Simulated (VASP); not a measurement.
# MnSi4 (P6/mmm) in VASP: further runs, part 2 of 2

VASP 6.6.1. Earlier steps stand in the parts before.

### 3 Single point, PBE, collinear spin, ferromagnetic start

This run uses another cell than the first one, of 17.43 Å³/atom.

The input, INCAR:

```
SYSTEM = MnSi4
PREC = Accurate ; ENCUT = 520
EDIFF = 1E-6 ; ISMEAR = 0
SIGMA = 0.1 ; LREAL = .False.
LASPH = .True. ; NELM = 150
ALGO = Normal ; ISIF = 2
LWAVE = .False. ; LCHARG = .False.
ISPIN = 2 ; MAGMOM = 4 0 0 0 0
LORBIT = 11 ; LMAXMIX = 4
GGA = PE ; NBANDS = 26
```

The input, KPOINTS:

```
Automatic mesh
0
Gamma
  6 6 2
  0 0 0
```

The input, POSCAR:

```
MnSi4
1.0
    3.4618879500      0.0000000000      0.0000000000
   -1.7309439700      2.9980829100      0.0000000000
    0.0000000000      0.0000000000      8.3954815100
Mn Si
1 4
Direct
    0.0000000000      0.0000000000      0.0000000000
    0.0000000000      0.0000000000      0.3860263800
    0.0000000000      0.0000000000      0.6139736200
    0.0000000000      0.0000000000      0.7730827700
    0.0000000000      0.0000000000      0.2269172300
```

Potentials or basis: VASP PAW PBE potentials, release 64 (Mn_pv, Si).

The run is started by

```console
cat potpaw_PBE.64/Mn_pv/POTCAR potpaw_PBE.64/Si/POTCAR > POTCAR
mpirun -np 1 vasp_std > vasp.out
```

OUTCAR:

```text
SYSTEM = MnSi4
   PREC = Accurate
   ENCUT = 520
   EDIFF = 1E-6
   ISMEAR = 0
   LREAL = .False.
   LASPH = .True.
   NELM = 150
   ISIF = 2
   ISPIN = 2
   LORBIT = 11
   GGA = PE

 ion  position               nearest neighbor table
   1  0.000  0.000  0.000-   4 1.91   5 1.91
   2  0.000  0.000  0.386-   5 1.34   3 1.91
   3  0.000  0.000  0.614-   4 1.34   2 1.91
   4  0.000  0.000  0.773-   3 1.34   1 1.91
   5  0.000  0.000  0.227-   2 1.34   1 1.91

 -----------------------------------------------------------------------------
|                                                                             |
|           W    W    AA    RRRRR   N    N  II  N    N   GGGG   !!!           |
|           W    W   A  A   R    R  NN   N  II  NN   N  G    G  !!!           |
|           W    W  A    A  R    R  N N  N  II  N N  N  G       !!!           |
|           W WW W  AAAAAA  RRRRR   N  N N  II  N  N N  G  GGG   !            |
|           WW  WW  A    A  R   R   N   NN  II  N   NN  G    G                |
|           W    W  A    A  R    R  N    N  II  N    N   GGGG   !!!           |
|                                                                             |
|     The distance between some ions is very small. Please check the          |
|     nearest-neighbor list in the OUTCAR file.                               |
|     I HOPE YOU KNOW WHAT YOU ARE DOING!                                     |
|                                                                             |
 -----------------------------------------------------------------------------

  LATTYP: Found a hexagonal cell.
 ALAT       =     3.4618879500
 C/A-ratio  =     2.4251164773

  Lattice vectors:

 A1 = (   3.4618879500,   0.0000000000,   0.0000000000)
 A2 = (  -1.7309439700,   2.9980829100,   0.0000000000)
 A3 = (   0.0000000000,   0.0000000000,   8.3954815100)

Analysis of symmetry for initial positions (statically):
=====================================================================
 Subroutine PRICEL returns:
 Original cell was already a primitive cell.

 Routine SETGRP: Setting up the symmetry group for a
 hexagonal supercell.

 Subroutine GETGRP returns: Found 24 space group operations
 (whereof 24 operations were pure point group operations)
 out of a pool of 24 trial point group operations.

The static configuration has the point symmetry D_6h.

Analysis of symmetry for dynamics (positions and initial velocities):
=====================================================================
 Subroutine PRICEL returns:
 Original cell was already a primitive cell.

 Routine SETGRP: Setting up the symmetry group for a
 hexagonal supercell.

 Subroutine GETGRP returns: Found 24 space group operations
 (whereof 24 operations were pure point group operations)
 out of a pool of 24 trial point group operations.

The dynamic configuration has the point symmetry D_6h.

Analysis of structural, dynamic, and magnetic symmetry:
=====================================================================
 Subroutine PRICEL returns:
 Original cell was already a primitive cell.

 Routine SETGRP: Setting up the symmetry group for a
 hexagonal supercell.

 Subroutine GETGRP returns: Found 24 space group operations
 (whereof 24 operations were pure point group operations)
 out of a pool of 24 trial point group operations.

The overall configuration has the point symmetry D_6h.

 Subroutine INISYM returns: Found 24 space group operations
 (whereof 24 operations are pure point group operations),
 and found     1 'primitive' translations

[... 100 lines left out ...]
   NELECT =      29.0000    total number of electrons
   NUPDOWN=      -1.0000    fix difference up-down
   EMIN   =  10.00;   EMAX   =-10.00  energy-range for DOS
   EFERMI =   0.00;   METHOD = LEGACY
   ISMEAR =     0;   SIGMA  =   0.10  broadening in eV -4-tet -1-fermi 0-gaus
   EFERMI_NEDOS =   21; number of points for ismear=-14 and -15
   IALGO  =     38    algorithm
   IMIX   =      4    mixing-type and parameters
     AMIX     =   0.40;   BMIX     =  1.00
     AMIX_MAG =   1.60;   BMIX_MAG =  1.00
  volume/ion in A,a.u.               =      17.43       117.61
  Fermi-wavevector in a.u.,A,eV,Ry     =   1.134506  2.143905 17.512107  1.287104
  Thomas-Fermi vector in A             =   2.271210
   LORBIT       =     11    0 simple, 1 ext, 2 COOP (PROOUT), +10 PAW based schemes
   GGA     = PE    functional components
   LHFCALC =     F    Hartree Fock is set to
   AEXX    =    0.0000 exact exchange contribution
   IVDW    =     0    specifies the selected vdW correction
   LEPSILON=     F    determine dielectric tensor
   LRPA    =     F    only Hartree local field effects (RPA)
 spin polarized calculation
 Gauss-broadening in eV      SIGMA  =   0.10
  energy-cutoff  :      520.00
  volume of cell :       87.14
 maximum number of plane-waves:      2384
 NGX is ok and might be reduce to    28
   NGX = 13   NGY = 13   NGZ = 31

 number of electron      28.9999993 magnetization       3.0844637

 Free energy of the ion-electron system (eV)
  ---------------------------------------------------
  ext. energy  EPLUGINS =         0.00000000
  ---------------------------------------------------
  free energy    TOTEN  =        17.25191129 eV

  energy without entropy =       17.26496742  energy(sigma->0) =       17.25843936

 E-fermi :   5.7318     XC(G=0):  -9.9462

 val. band max:        5.7189094656   @ k =   0.5000   0.0000   0.5000
 cond. band min:       5.7526397455   @ k =   0.5000   0.0000   0.0000
 fundamental gap:      0.0337302799
 Fermi energy:         5.7318182445

 spin component 1

 k-point     1 :       0.0000    0.0000    0.0000
  band No.  band energies     occupation
      1     -43.1546      1.00000
      2     -43.1546      1.00000
      3     -42.9032      1.00000
      4      -6.2778      1.00000
      5      -4.4286      1.00000
      6      -2.1173      1.00000
[... 395 lines left out ...]
     25      15.2344      0.00000
     26      15.2344      0.00000
 Fermi energy:         5.7318182445

 spin component 2

 k-point     1 :       0.0000    0.0000    0.0000
  band No.  band energies     occupation
      1     -40.8442      1.00000
      2     -39.9248      1.00000
      3     -39.9248      1.00000
      4      -6.2241      1.00000
      5      -4.3577      1.00000
      6      -1.9672      1.00000
[... 395 lines left out ...]
     25      15.4926      0.00000
     26      15.4926      0.00000

------------------------ aborting loop because EDIFF is reached ----------------------------------------

  FORCE on cell =-STRESS in cart. coord.  units (eV):
  Direction    XX          YY          ZZ          XY          YZ          ZX
  --------------------------------------------------------------------------------------
  -------------------------------------------------------------------------------------
  Total       -1.0339193     -1.0339193    240.3341455     -0.0000000      0.0000000      0.0000000
  in kB      -19.0105619    -19.0105619   4418.9979959     -0.0000000      0.0000000      0.0000000
  external PRESSURE =    1460.3256240 kB  Pullay stress =       0.0000000 kB

 VOLUME and BASIS-vectors are now :
 -----------------------------------------------------------------------------
  energy-cutoff  :      520.00
  volume of cell :       87.14
      direct lattice vectors                 reciprocal lattice vectors
     3.461887950  0.000000000  0.000000000     0.288859725  0.166773239  0.000000000
    -1.730943970  2.998082910  0.000000000     0.000000000  0.333546480  0.000000000
     0.000000000  0.000000000  8.395481510     0.000000000  0.000000000  0.119111691

 POSITION                                       TOTAL-FORCE (eV/Angst)
 -----------------------------------------------------------------------------------
      0.00000      0.00000      0.00000         0.000000      0.000000     -0.000000
      0.00000      0.00000      3.24088         0.000000      0.000000     63.179569
      0.00000      0.00000      5.15460         0.000000      0.000000    -63.179569
      0.00000      0.00000      6.49040         0.000000      0.000000     64.105491
      0.00000      0.00000      1.90508        -0.000000     -0.000000    -64.105491
 -----------------------------------------------------------------------------------
    total drift:                               -0.000000     -0.000000     -0.000000

  FREE ENERGIE OF THE ION-ELECTRON SYSTEM (eV)
  ---------------------------------------------------
  free  energy   TOTEN  =        17.2519112914 eV

  energy  without entropy=       17.2649674216  energy(sigma->0) =       17.25843936

 total charge

# of ion       s       p       d       tot
------------------------------------------
    1        0.406   6.292   5.406  12.103
    2        1.018   1.503   0.000   2.521
    3        1.018   1.503   0.000   2.521
    4        1.046   1.395   0.000   2.441
    5        1.046   1.395   0.000   2.441
--------------------------------------------------
tot          4.534  12.088   5.406  22.028

 magnetization (x)

# of ion       s       p       d       tot
------------------------------------------
    1        0.026   0.042   2.704   2.771
    2        0.013   0.036   0.000   0.049
    3        0.013   0.036   0.000   0.049
    4       -0.002  -0.028   0.000  -0.029
    5       -0.002  -0.028   0.000  -0.029
--------------------------------------------------
tot          0.048   0.059   2.704   2.811
```

OSZICAR:

```text
N       E                     dE             d eps       ncg     rms          rms(c)
DAV:   1     0.207563554845E+03    0.20756E+03   -0.14131E+04  1616   0.101E+03
DAV:   2     0.199167212750E+02   -0.18765E+03   -0.17547E+03  1578   0.250E+02
DAV:   3     0.761840156352E+01   -0.12298E+02   -0.11961E+02  1850   0.660E+01
DAV:   4     0.723749516751E+01   -0.38091E+00   -0.37940E+00  1846   0.117E+01
DAV:   5     0.722683354973E+01   -0.10662E-01   -0.10655E-01  1870   0.207E+00    0.263E+01
DAV:   6    -0.151032773478E+02   -0.22330E+02   -0.17541E+02  1740   0.810E+01    0.571E+01
DAV:   7     0.181404954913E+02    0.33244E+02   -0.69951E+01  1746   0.800E+01    0.123E+01
DAV:   8     0.171924808175E+02   -0.94801E+00   -0.98302E+00  1728   0.162E+01    0.736E+00
DAV:   9     0.172391978734E+02    0.46717E-01   -0.14064E+00  1730   0.914E+00    0.350E+00
DAV:  10     0.172558173577E+02    0.16619E-01   -0.31324E-01  1682   0.280E+00    0.135E+00
DAV:  11     0.172557761014E+02   -0.41256E-04   -0.41052E-02  1788   0.103E+00    0.631E-01
DAV:  12     0.172537666461E+02   -0.20095E-02   -0.55564E-03  1750   0.571E-01    0.338E-01
DAV:  13     0.172520554463E+02   -0.17112E-02   -0.26279E-03  1764   0.263E-01    0.214E-01
DAV:  14     0.172519273426E+02   -0.12810E-03   -0.41153E-04  1800   0.122E-01    0.127E-01
DAV:  15     0.172519140296E+02   -0.13313E-04   -0.54871E-05  1806   0.406E-02    0.796E-02
DAV:  16     0.172519113173E+02   -0.27123E-05   -0.15899E-05  1826   0.247E-02    0.344E-02
DAV:  17     0.172519112914E+02   -0.25856E-07   -0.24825E-06  1520   0.834E-03
   1 F= 0.17251911E+02 E0= 0.17258439E+02  d E =-.130561E-01  mag=     3.0843
```

It took 41 s on 1 thread of Intel Xeon 6975P-C (Granite Rapids), shared host; peak memory 0.26 GiB.

What came out:

* Free energy: 17.2519 eV
* Pressure: 146.0 GPa
* Largest force: 64.105 eV/Å
* Net moment: 3.08 μB per cell
* Site moments: Mn +2.77; Si +0.05, -0.03 (each value once) μB
* Valence electrons inside the program's atomic spheres: Mn 12.10; Si 2.52, 2.44 (each value once)

Forces on the atoms (eV/Å):
```
Mn    0.000   0.000   0.000
Si    0.000   0.000  63.180
Si    0.000   0.000 -63.180
Si    0.000   0.000  64.105
Si    0.000   0.000 -64.105
```

Stress tensor (GPa, compression positive):
```
 -1.90   0.00   0.00
  0.00  -1.90   0.00
  0.00   0.00 441.90
```

Caveat: the k points lie up to 0.37 Å⁻¹ apart; atoms lie so close that the PAW spheres overlap strongly, which falsifies energies and pressures; forces of over 1 eV/Å act on the atoms, so gaps and moduli don't describe the material at rest.

### 4 Relaxation of cell and atoms, PBE, collinear spin, ferromagnetic start

This run uses another cell than the first one, of 17.43 Å³/atom.

The input, INCAR:

```
ALGO = Normal
EDIFF = 1E-7
EDIFFG = -0.04
ENCUT = 600
GGA = PE
IBRION = 2
ISIF = 3
ISMEAR = 0
ISPIN = 2
LASPH = True
LCHARG = False
LMAXMIX = 4
LORBIT = 11
LREAL = False
LWAVE = False
MAGMOM = 4 0 0 0 0
NELM = 150
NSW = 90
PREC = Accurate
SIGMA = 0.1
```

The input, KPOINTS:

```
k-points
0
Gamma
  6 6 2
```

POSCAR is that of step 3.

The run is started by

```console
cat potpaw_PBE.64/Mn_pv/POTCAR potpaw_PBE.64/Si/POTCAR > POTCAR
mpirun -np 1 vasp_std > vasp.out
```

Wall time 46 min (1 thread of Intel Xeon 6975P-C (Granite Rapids), shared host); peak memory 0.31 GiB.

Results (log left out):

```yaml
Free_energy: -28.1760 eV
Relaxed_volume: 14.31 Å³/atom
Relaxed_cell: a = 2.556 Å, b = 2.556 Å, c = 12.643 Å, α = 90.00°, β = 90.00°, γ = 120.00°
Space_group_after_relaxing_to_0.1_Å: P6/mmm (No. 191)
Pressure_after_relaxing: 0.2 GPa
Largest_force_after_relaxing: 0.027 eV/Å
Net_moment: 0.00 μB per cell
Valence_electrons_inside_the_program's_atomic_spheres: Mn 11.74; Si 1.61
```

Forces on the atoms (eV/Å):
```
Mn   0.000  0.000  0.000
Si   0.000  0.000  0.017
Si   0.000  0.000 -0.017
Si   0.000  0.000  0.027
Si   0.000  0.000 -0.027
```

Stress tensor (GPa, compression positive):
```
0.09 0.00 0.00
0.00 0.09 0.00
0.00 0.00 0.36
```

Final structure:
```
Mn Si
1.0
     2.55594    0.00000    0.00000
    -1.27797    2.21351    0.00000
     0.00000    0.00000   12.64284
Mn Si
1 4
Direct
  0.00000 0.00000 0.00000
  0.00000 0.00000 0.60105
  0.00000 0.00000 0.39895
  0.00000 0.00000 0.19293
  0.00000 0.00000 0.80707
```

Levels at points of the mesh, in eV from the Fermi level:
Spin up:
| k point | band 10 | band 11 | band 12 | band 13 | band 14 | band 15 | band 16 | band 17 | band 18 | band 19 |
| --- | --- | --- | --- | --- | --- | --- | --- | --- | --- | --- |
| (0.00, 0.00, 0.00) | -4.34 | -2.31 | -0.48 | -0.48 | 0.73 | 0.73 | 1.48 | 3.03 | 8.83 | 9.80 |
| (0.50, 0.00, 0.00) | -4.45 | -3.44 | -2.81 | -1.84 | -1.61 | 0.23 | 1.00 | 1.20 | 1.50 | 1.80 |
| (0.00, 0.00, 0.50) | -3.28 | -1.90 | -0.48 | -0.48 | 0.01 | 0.73 | 0.73 | 5.40 | 5.98 | 12.48 |
| (0.50, 0.00, 0.50) | -4.30 | -4.06 | -2.62 | -1.76 | -0.86 | -0.53 | 0.23 | 1.60 | 1.80 | 2.50 |
Spin down:
```csv
k point,band 10,band 11,band 12,band 13,band 14,band 15,band 16,band 17,band 18,band 19
"(0.00, 0.00, 0.00)",-4.34,-2.31,-0.48,-0.48,0.73,0.73,1.48,3.03,8.83,9.80
"(0.50, 0.00, 0.00)",-4.45,-3.44,-2.81,-1.84,-1.61,0.23,1.00,1.20,1.50,1.80
"(0.00, 0.00, 0.50)",-3.28,-1.90,-0.48,-0.48,0.01,0.73,0.73,5.40,5.98,12.48
"(0.50, 0.00, 0.50)",-4.30,-4.06,-2.62,-1.76,-0.86,-0.53,0.23,1.60,1.80,2.50
```

Caveat: the k points lie up to 0.47 Å⁻¹ apart in the final cell; the volume moved by over 15 % at a fixed basis, so the end points are rough; the highest band is partly filled, so the run has too few bands.
